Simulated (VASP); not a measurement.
A run of VASP 6.6.1 is set up as follows.

The input INCAR:

```
SYSTEM = Mg
PREC     = Accurate       ! precision mode
ENCUT    = 600            ! plane-wave cutoff, eV
EDIFF    = 1E-6           ! SCF threshold, eV
ISMEAR   = -1             ! smearing method
SIGMA    = 0.05           ! smearing width, eV
LREAL    = .FALSE.        ! projectors in reciprocal space
LASPH    = .TRUE.         ! aspherical terms in the spheres
NELM     = 120            ! most SCF steps
ALGO     = Normal         ! electronic algorithm
ISIF     = 2              ! what is computed and relaxed
LWAVE    = .FALSE.        ! write WAVECAR
LCHARG   = .FALSE.        ! write CHGCAR
GGA      = LIBXC          ! functional
LIBXC1   = GGA_X_B88    
LIBXC2   = GGA_C_PBE    
NBANDS   = 9              ! bands
GGA_COMPAT= .FALSE.
```

File KPOINTS:

```
regular mesh
0
G
  10 10 5
  0 0 0
```

POSCAR

```
Mg
1.0
    3.1877604248      0.0000000000      0.0000000000
   -1.5938802124      2.7606815091      0.0000000000
    0.0000000000      0.0000000000      5.1753304900
Mg
2
Direct
    0.6666666667      0.3333333333      0.7500000000
    0.3333333333      0.6666666667      0.2500000000
```

Potentials or basis: VASP PAW PBE potentials, release 64 (Mg).

Run with:

```sh
$ cat potpaw_PBE.64/Mg/POTCAR > POTCAR
$ mpirun -np 1 vasp_std > vasp.out
```

(1) Predict the pressure.

(2) What does it give for the band gap on the k mesh?

## Answers

(1) 0.6 GPa.

(2) zero (bands 2 and 3 overlap by 1.89 eV).

Caveat: the PAW data sets were made with another functional, which shifts forces and pressure a little.
